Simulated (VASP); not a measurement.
A run of VASP 6.6.1 is set up as follows.

File INCAR:

```
ALGO     = Normal         # electronic algorithm
EDIFF    = 1E-6           # SCF threshold, eV
ENCUT    = 520            # plane-wave cutoff, eV
GGA      = PE             # functional
ISIF     = 2              # what is computed and relaxed
ISMEAR   = 0              # smearing method
LASPH    = True           # aspherical terms in the spheres
LCHARG   = False          # write CHGCAR
LREAL    = False          # projectors in reciprocal space
LWAVE    = False          # write WAVECAR
NBANDS   = 31             # bands
NELM     = 80             # most SCF steps
PREC     = Accurate       # precision mode
SIGMA    = 0.02           # smearing width, eV
```

KPOINTS

```
k-points
0
Gamma
  12 12 12
```

The input POSCAR:

```
AlGa2N3
1.0
   -1.5601357945      1.5601357945      6.5955896587
    1.5601357945     -1.5601357945      6.5955896587
    1.5601357945      1.5601357945     -6.5955896587
Al Ga N
1 2 3
Direct
    0.5000000000      0.5000000000      0.0000000000
    0.8354344948      0.8354344948      0.0000000000
    0.1645655052      0.1645655052      0.0000000000
    0.4215389247      0.9215389247      0.5000000000
    0.0784610753      0.5784610753      0.5000000000
    0.7500000000      0.2500000000      0.5000000000
```

Potentials or basis: VASP PAW PBE potentials, release 64 (Al, Ga_d, N).

Launch:

```console
$ cat potpaw_PBE.64/Al/POTCAR potpaw_PBE.64/Ga_d/POTCAR potpaw_PBE.64/N/POTCAR > POTCAR
$ mpirun -np 1 vasp_std > vasp.out
```

Question: What does it give for the band gap on the k mesh?

Answer: 2.68 eV.

Question: Estimate the largest force.

Answer: 0.017 eV/Å.

Forces on the atoms (eV/Å):
```
Al   0.000  0.000  0.000
Ga   0.000  0.000  0.004
Ga   0.000  0.000 -0.004
N    0.000  0.000  0.017
N    0.000  0.000 -0.017
N    0.000  0.000  0.000
```

 A k mesh can miss the band edges.
